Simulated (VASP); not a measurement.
**AlRu: single point with r2SCAN**

Crystal: AlRu.

```
Al Ru
1.0
     2.99160    0.00000    0.00000
     0.00000    2.99160    0.00000
     0.00000    0.00000    2.91681
Al Ru
1 1
Direct
  0.00000 0.00000 0.00000
  0.50000 0.50000 0.50000
```

This cell differs from its parent crystal: strain +0.000 along x and y, -0.025 along z.

```yaml
Program: VASP 6.6.1
Task: single point
Functional: r2SCAN
Potentials_or_basis: VASP PAW PBE potentials, release 64 (Al, Ru_pv)
Cutoff: 520 eV
k_mesh: 16 × 16 × 16
Occupations: gaussian, width 0.15 eV
Spin: no spin polarisation
```

The pressure is 4.0 GPa and the band gap on the k mesh is zero (an odd number of electrons rules out a gap without spin polarisation).

Stress tensor (GPa, compression positive):
```
2.27 0.00 0.00
0.00 2.27 0.00
0.00 0.00 7.39
```

Levels at points of the mesh, in eV from the Fermi level:
```tsv
k point	band 6	band 7	band 8	band 9	band 10	band 11	band 12	band 13
(0.00, 0.00, 0.00)	-3.85	0.04	0.23	0.23	6.35	6.35	7.20	10.37
(0.50, 0.00, 0.00)	-2.98	-1.87	-1.54	0.48	2.44	7.71	10.37	11.50
(0.50, 0.50, 0.00)	-1.62	-1.62	-1.14	-1.14	1.66	5.57	6.87	10.37
(0.00, 0.00, 0.50)	-2.85	-1.88	-1.88	0.35	2.90	7.68	10.37	11.50
(0.50, 0.00, 0.50)	-1.56	-1.44	-1.36	-1.36	1.82	5.95	7.07	10.37
(0.50, 0.50, 0.50)	-5.05	1.78	1.97	3.35	4.31	4.31	4.50	8.94
```

Wall time 2.6 min on 1 thread of Intel(R) Xeon(R) 6975P-C (Granite Rapids) (shared host), peak memory 0.28 GiB.

Caveat: the cell differs from its parent crystal (strain +0.000 along x and y, -0.025 along z); the stress differs along the axes, from 2 to 7 GPa; the PAW data sets were made with another functional, which shifts forces and pressure a little.
